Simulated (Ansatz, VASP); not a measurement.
# Two plane-wave programs on BaTiO3

File POSCAR:

```
BaTiO3
1.0
    3.9939696187      0.0000000000      0.0000000000
    0.0000000000      3.9939696187      0.0000000000
    0.0000000000      0.0000000000      3.9941038410
Ba Ti O
1 1 3
Direct
    0.0000000000      0.0000000000      0.0000000000
    0.4749622532      0.5000000000      0.5000000000
    0.5000000000      0.5000000000      0.0000000000
    0.5000000000      0.0000000000      0.5000000000
    0.0000000000      0.5000000000      0.5000000000
```

Contents of INCAR.step1:

```
ALGO = Normal
EDIFF = 1E-4
ENCUT = 520
GGA = PE
ISMEAR = 0
LASPH = True
LCHARG = False
LREAL = False
LWAVE = True
NBANDS = 28
NELM = 60
PREC = Accurate
SIGMA = 0.05
```

File INCAR.step2:

```
ALGO = Normal
EDIFF = 1E-6
ENCUT = 520
ISIF = 2
ISMEAR = 0
ISTART = 1
LASPH = True
LCHARG = True
LELF = True
LMIXTAU = True
LREAL = False
LVHAR = True
LWAVE = False
METAGGA = R2SCAN
NBANDS = 28
NELM = 60
PREC = Accurate
SIGMA = 0.05
```

KPOINTS

```
k-points
0
Gamma
  8 8 8
```

Input for Ansatz:

```yaml
crystal:
  lattice:
    - [3.9939696187, 0.0, 0.0]
    - [0.0, 3.9939696187, 0.0]
    - [0.0, 0.0, 3.994103841]
  atoms:
    - { symbol: Ba, position: [0.0, 0.0, 0.0] }
    - { symbol: Ti, position: [0.4749622532, 0.5, 0.5] }
    - { symbol: O, position: [0.5, 0.5, 0.0] }
    - { symbol: O, position: [0.5, 0.0, 0.5] }
    - { symbol: O, position: [0.0, 0.5, 0.5] }
basis:
  ecutwfc: 500
kpoints:
  mp_grid: { grid: [8, 8, 8] }
hamiltonian:
  xc: r2scan
scf:
  occupations: { method: gaussian, width: 0.05 }
output:
  forces: true
  stress: true
  eigenvalues: true
  write_density: true
  write_potential: true
  elf: true
  volumetric_format: npy
```

Alike in both runs: task single point; functional r2SCAN; k mesh 8 × 8 × 8; occupations gaussian, width 0.05 eV; no spin polarisation.

|  | VASP | Ansatz |
| --- | --- | --- |
| version | VASP 6.6.1 | Ansatz 0.2.0 |
| potentials or method | VASP PAW PBE potentials, release 64 (Ba_sv, Ti_sv, O), cutoff 520 eV | scalar-relativistic, plane waves, PAW |
| valence electrons in the cell | 40 | 40 |

Ansatz gave:

| Item | Value |
| --- | --- |
| gap on the k mesh at the Fermi level (eV) | 2.19 |
| least direct gap on the mesh (eV) | 2.41 |
| pressure (GPa) | 0.6 |
| traceless stress, the component that is largest in VASP (GPa) | 0.77 |
| rms of the force components (eV/Å) | 0.157 |

Problem. What did VASP give for the same quantities?

Solution. gap on the k mesh at the Fermi level (eV): 2.16; least direct gap on the mesh (eV): 2.42; pressure (GPa): 2.6; traceless stress, the component that is largest in VASP (GPa): 0.83; rms of the force components (eV/Å): 0.150.

VASP's potentials were made for PBE, not for r2SCAN. Atom by atom the forces differ by 0.032 eV/Å (rms over components). The functional is the same, so the differences come from potentials, cutoffs and numerics. Ansatz's warnings: near symmetry operations not taken.

Spin-orbit coupling is off throughout.
